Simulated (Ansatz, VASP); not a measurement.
## One calculation of Te2Mo, two programs

INCAR

```
PREC     = Accurate       # precision mode
ENCUT    = 520            # plane-wave cutoff, eV
EDIFF    = 1E-6           # SCF threshold, eV
ISMEAR   = 0              # smearing method
SIGMA    = 0.05           # smearing width, eV
LREAL    = False          # projectors in reciprocal space
LASPH    = True           # aspherical terms in the spheres
NELM     = 60             # most SCF steps
ALGO     = Normal         # electronic algorithm
ISIF     = 2              # what is computed and relaxed
LWAVE    = False          # write WAVECAR
LCHARG   = False          # write CHGCAR
NBANDS   = 20             # bands
```

Contents of KPOINTS:

```
Automatic mesh
0
Gamma
  12 12 2
```

POSCAR

```
Te2Mo
1.0
    3.5602328140      0.0000000000      0.0000000000
   -1.7801164070      3.0832520603      0.0000000000
    0.0000000000      0.0000000000     18.2250201328
Te Mo
2 1
Direct
    0.3333333333      0.6666666667      0.8978554500
    0.3333333333      0.6666666667      0.1021445500
    0.0000000000      0.0000000000      0.0000000000
```

Input for Ansatz:

```yaml
crystal:
  lattice:
    - [3.560232814, 0.0, 0.0]
    - [-1.780116407, 3.0832520603, 0.0]
    - [0.0, 0.0, 18.2250201328]
  atoms:
    - { symbol: Te, position: [0.3333333333, 0.6666666667, 0.89785545] }
    - { symbol: Te, position: [0.3333333333, 0.6666666667, 0.10214455] }
    - { symbol: Mo, position: [0.0, 0.0, 0.0] }
basis:
  ecutwfc: 420
kpoints:
  mp_grid: { grid: [12, 12, 2] }
hamiltonian:
  xc: lda
scf:
  occupations: { method: gaussian, width: 0.05 }
output:
  forces: true
  stress: true
  eigenvalues: true
  write_density: true
  write_potential: true
  elf: true
  volumetric_format: npy
```

Change from the starting cell: strain +0.000 along x and y, +0.040 along z, atoms carried along.

Alike in both runs: task single point; functional LDA; k mesh 12 × 12 × 2; occupations gaussian, width 0.05 eV; no spin polarisation.

|  | VASP | Ansatz |
| --- | --- | --- |
| version | VASP 6.6.1 | Ansatz 0.2.0 |
| potentials or method | VASP PAW LDA potentials, release 64 (Te, Mo_sv), cutoff 520 eV | scalar-relativistic, plane waves, PAW |
| valence electrons in the cell | 26 | 46 |

```csv
,VASP,Ansatz,Ansatz less VASP
gap on the k mesh at the Fermi level (eV),1.11,1.11,-0.002
least direct gap on the mesh (eV),1.11,1.11,-0.002
rms of the force components (eV/Å),0.585,0.605,+0.0201
```

LDA's correlation is that of Perdew and Zunger in VASP and of Perdew and Wang (1992) in Ansatz. Atom by atom the forces differ by 0.020 eV/Å (rms over components). VASP's potentials hold 26 valence electrons a cell and Ansatz's 46, so a difference there can come from the potentials and not from the codes. Ansatz's warnings: xc potential rough in thin density.

Spin-orbit coupling is off throughout.
